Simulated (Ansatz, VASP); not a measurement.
## Sn: VASP beside Ansatz

```
Sn
1.0
    -1.87873    1.87873    1.87873
     1.87873   -1.87873    1.87873
     1.87873    1.87873   -1.87873
Sn
1
Direct
  0.00000 0.00000 0.00000
```

Change from the starting cell: volume scaled by 0.975, PAW files.

Alike in both runs: task electric field gradients; functional r2SCAN; k mesh 14 × 14 × 14; occupations fermi-dirac, width 0.08 eV; no spin polarisation.

|  | VASP | Ansatz |
| --- | --- | --- |
| version | VASP 6.6.1 | Ansatz 0.2.0 |
| potentials or method | VASP PAW PBE potentials, release 64 (Sn_d) | PAW with Ansatz's default frozen-core files, scalar-relativistic |
| plane-wave cutoff (eV) | 520 | 500 |
| valence electrons in the cell | 14 | 14 |

```tsv
	VASP	Ansatz	Ansatz less VASP
pressure (GPa)	0.8	0.8	0.00
```

VASP's potentials were made for PBE, not for r2SCAN.
